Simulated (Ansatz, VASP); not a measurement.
**One calculation of C, two programs**

```
C
1.0
     2.49668    0.00000    0.00000
    -1.24834    2.16219    0.00000
     0.00000    0.00000    6.68359
C
4
Cartesian
  0.0000 0.0000 0.0167
  0.0000 0.0000 3.3585
  0.0000 1.4415 0.0167
  1.2483 0.7207 3.3585
```

Alike in both runs: task single point; functional PBEsol; dispersion D3(BJ); k mesh 21 × 21 × 8; occupations gaussian, width 0.15 eV; no spin polarisation.

```csv
,VASP,Ansatz
version,VASP 6.6.1,Ansatz 0.2.0
potentials or method,"VASP PAW PBE potentials, release 64 (C), cutoff 520 eV","scalar-relativistic, plane waves, PAW"
valence electrons in the cell,16,16
```

```tsv
	VASP	Ansatz	Ansatz less VASP
gap on the k mesh at the Fermi level (eV)	none	none	-
pressure (GPa)	-12.2	-12.9	-0.68
traceless stress, the component that is largest in VASP (GPa)	11.71	12.47	+0.765
```

VASP's potentials were made for PBE, not for PBEsol, and Ansatz warns of the same on its side. A gap of «none» marks a metal or a gap that the smearing closes.
